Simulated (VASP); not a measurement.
Write the native input for VASP 6.6.1 that does the following.

```
Task                   : single point
Functional             : r2SCAN
Potentials or basis    : VASP PAW PBE potentials, release 64 (B, N)
Cutoff                 : 520 eV
k mesh                 : 12 × 12 × 6
Occupations            : gaussian, width 0.05 eV
Spin                   : no spin polarisation
Dipole correction      : no
Further INCAR settings : ALGO = Normal; EDIFF = 1e-07; NBANDS = 16
```

The system is BN.

```xyz
4
Lattice="2.6856 0.0000 0.0000 -1.3428 2.3258 0.0000 0.0000 0.0000 3.7757" Properties=species:S:1:pos:R:3 pbc="T T T"
B     1.3428    0.7753    3.7749
B     0.0000    1.5505    1.8871
N     1.3428    0.7753    2.3606
N     0.0000    1.5505    0.4727
```

This cell differs from its parent crystal: ratio of the length along z to the lengths across it x 0.85, volume and fractional coordinates fixed.

The input as run:

POSCAR

```
BN
1.0
    2.6855819961      0.0000000000      0.0000000000
   -1.3427909980      2.3257822325      0.0000000000
    0.0000000000      0.0000000000      3.7756815351
B N
2 2
Direct
    0.6666666667      0.3333333333      0.9997995909
    0.3333333333      0.6666666667      0.4997995909
    0.6666666667      0.3333333333      0.6252004091
    0.3333333333      0.6666666667      0.1252004091
```

INCAR.step1

```
SYSTEM = BN
  PREC = Accurate
  ENCUT = 520
  ISMEAR = 0
  SIGMA = 0.05
  LREAL = .False.
  LASPH = .True.
  NELM = 100
  NBANDS = 16
  GGA = PE
  ALGO = Normal
  EDIFF = 1E-4
  LWAVE = .True.
  LCHARG = .False.
```

INCAR.step2

```
SYSTEM = BN
  PREC = Accurate
  ENCUT = 520
  EDIFF = 1E-7
  ISMEAR = 0
  SIGMA = 0.05
  LREAL = .False.
  LASPH = .True.
  NELM = 100
  ALGO = Normal
  ISIF = 2
  LWAVE = .False.
  LCHARG = .True.
  METAGGA = R2SCAN
  LMIXTAU = .True.
  LELF = .True.
  LVHAR = .True.
  NBANDS = 16
  ISTART = 1
```

KPOINTS

```
regular mesh
0
Gamma
  12 12 6
  0 0 0
```

Potentials or basis: VASP PAW PBE potentials, release 64 (B, N).

Command:

```console
$ cat potpaw_PBE.64/B/POTCAR potpaw_PBE.64/N/POTCAR > POTCAR
$ cp INCAR.step1 INCAR
$ mpirun -np 1 vasp_std > vasp.out
$ cp INCAR.step2 INCAR
$ mpirun -np 1 vasp_std > vasp.out
```

It gave:

| Item | Value |
| --- | --- |
| Pressure | 16.5 GPa |
| Largest force | 1.521 eV/Å |
| Band gap on the k mesh | 5.45 eV (least direct gap 6.85 eV) |

Caveat: the cell stands under pressure; the PAW data sets were made with another functional, which shifts forces and pressure a little.

Run time: 2.7 min on 1 thread of Intel Xeon 8259CL, on a shared host, peak memory 0.15 GiB.
